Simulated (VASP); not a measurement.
Crystal: BaAl2B4.

```xyz
7
Lattice="2.3016 -7.2667 0.0000 2.3016 7.2667 0.0000 0.0000 0.0000 3.1331" Properties=species:S:1:pos:R:3 pbc="T T T"
Ba    0.0000    0.0000    0.0000
Al    2.3016   -2.4745    1.5666
Al    2.3016    2.4745    1.5666
B     2.3016   -4.7443    1.5666
B     2.3016    4.7443    1.5666
B     2.3016   -4.1945    0.0000
B     2.3016    4.1945    0.0000
```

The cell was built from a structure type or drawn by symmetry, and may not be a known phase.

| Quantity | Value |
| --- | --- |
| Program | VASP 6.6.1 |
| Task | relaxation of cell and atoms |
| Functional | PBE |
| Potentials or basis | VASP PAW PBE potentials, release 64 (Ba_sv, Al, B) |
| Cutoff | 600 eV |
| k mesh | 4 × 4 × 6 |
| Occupations | gaussian, width 0.1 eV |
| Spin | no spin polarisation |

At the start: pressure 0.7 GPa; volume 14.97 Å³/atom.

How do energy, volume and symmetry change on relaxing?

Over 10 steps the energy falls by 6.9 meV/atom and the volume is 15.10 Å³/atom (+0.9 %); space group Cmmm (No. 65, to 0.1 Å) before and after.

Step by step:
```tsv
step	energy change (eV)	largest force (eV/Å)	pressure (GPa)	volume (Å³)
1	0.0000	0.3362	0.74	104.80
2	-0.0340	0.1723	-0.48	105.85
3	-0.0377	0.1174	-0.99	106.33
4	-0.0429	0.0899	0.40	105.08
5	-0.0437	0.0971	0.03	105.41
6	-0.0448	0.0622	0.09	105.34
7	-0.0452	0.0782	0.16	105.27
8	-0.0459	0.0706	0.14	105.31
9	-0.0474	0.0477	0.09	105.44
10	-0.0482	0.0201	0.02	105.71
```

Final structure:
```
CELL_PARAMETERS angstrom
2.25184 -7.45844 0.00000
2.25184 7.45844 0.00000
0.00000 0.00000 3.14690
ATOMIC_POSITIONS crystal
Ba 0.00000 0.00000 0.00000
Al 0.67267 0.32733 0.50000
Al 0.32733 0.67267 0.50000
B 0.82608 0.17392 0.50000
B 0.17392 0.82608 0.50000
B 0.79183 0.20817 0.00000
B 0.20817 0.79183 0.00000
```
